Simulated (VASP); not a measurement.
Write the native input for VASP 6.6.1 that does the following.

```yaml
Task: single point
Functional: PBE
Potentials_or_basis: VASP PAW PBE potentials, release 64 (Se, Ti_sv)
Cutoff: 520 eV
k_mesh: 10 × 10 × 4
Occupations: fermi-dirac, width 0.05 eV
Spin: no spin polarisation
Hubbard_terms: Ti d U = 3.0 eV
Dipole_correction: no
Further_INCAR_settings: ALGO = Normal; EDIFF = 1e-06; NBANDS = 29
```

The structure of Ti3Se lies in POSCAR:

```
Ti3Se
1.0
    3.1974455988      0.0000000000      0.0000000000
   -1.5987227994      2.7690691158      0.0000000000
    0.0000000000      0.0000000000      7.9427450000
Se Ti
1 3
Direct
    0.0000000000      0.0000000000      0.0000000000
    0.6666666667      0.3333333333      0.5000000000
    0.3333333333      0.6666666667      0.7729020000
    0.3333333333      0.6666666667      0.2270980000
```

These files were run (other wordings do the same):

INCAR

```
SYSTEM = Ti3Se
PREC = Accurate
ENCUT = 520
EDIFF = 1E-6
ISMEAR = -1
SIGMA = 0.05
LREAL = .False.
LASPH = .True.
NELM = 150
ALGO = Normal
ISIF = 2
LWAVE = .False.
LCHARG = .False.
LMAXMIX = 4
LDAU = .True.
LDAUTYPE = 2
LDAUL = -1 2
LDAUU = 0 3
LDAUJ = 0 0
LDAUPRINT = 1
GGA = PE
NBANDS = 29
```

KPOINTS

```
regular mesh
0
Gamma
  10 10 4
  0 0 0
```

Potentials or basis: VASP PAW PBE potentials, release 64 (Se, Ti_sv).

Launch:

```sh
$ cat potpaw_PBE.64/Se/POTCAR potpaw_PBE.64/Ti_sv/POTCAR > POTCAR
$ mpirun -np 1 vasp_std > vasp.out
```

Results of the run:

```
Pressure               : 4.9 GPa
Band gap on the k mesh : zero (bands 21 and 22 overlap by 0.70 eV)
```

Caveat: the cell stands under pressure; U without spin polarisation on a metal has little footing.

It took 34 s on 1 thread of Intel(R) Xeon(R) 6975P-C (Granite Rapids), on a shared host, peak memory 0.21 GiB.
